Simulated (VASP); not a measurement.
A run of VASP 6.6.1 is set up as follows.

File INCAR:

```
SYSTEM = W4N
ALGO     = Normal         ! electronic algorithm
DIPOL    = 0.5 0.5 0.334
EDIFF    = 1E-6           ! SCF threshold, eV
ENCUT    = 520            ! plane-wave cutoff, eV
GGA      = CA             ! functional
GGA_COMPAT= .False.      
IDIPOL   = 3            
ISIF     = 2              ! what is computed and relaxed
ISMEAR   = 0              ! smearing method
LASPH    = .True.         ! aspherical terms in the spheres
LCHARG   = .False.        ! write CHGCAR
LDIPOL   = .True.       
LREAL    = .False.        ! projectors in reciprocal space
LWAVE    = .False.        ! write WAVECAR
NBANDS   = 38             ! bands
NELM     = 120            ! most SCF steps
NELMDL   = -8           
PREC     = Accurate       ! precision mode
SIGMA    = 0.1            ! smearing width, eV
```

Contents of KPOINTS:

```
k-points
0
Gamma
  9 7 1
  0 0 0
```

The input POSCAR:

```
W4N
1.0
    2.8093052383      0.0000000000      0.0000000000
    0.0000000000      3.9729575688      0.0000000000
    0.0000000000      0.0000000000     19.4074369602
W N
4 1
Direct
    0.5000000000      0.5000000000      0.2061065564
    0.0000000000      0.0000000000      0.2784835849
    0.5000000000      0.5000000000      0.3501454747
    0.0000000000      0.0000000000      0.4074436504
    0.0000000000      0.5000000000      0.4262632525
```

Potentials or basis: VASP PAW LDA potentials, release 64 (W_sv, N).

Launch:

```sh
$ cat potpaw_LDA.64/W_sv/POTCAR potpaw_LDA.64/N/POTCAR > POTCAR
$ mpirun -np 1 vasp_std > vasp.out
```

Question: What does it give for the largest force?

Answer: 3.488 eV/Å.

Forces on the atoms (eV/Å):
```
W    0.000  0.000  1.679
W    0.000  0.000 -2.841
W    0.000  0.000 -2.518
W    0.000  0.000  3.488
N    0.000  0.000  0.192
```
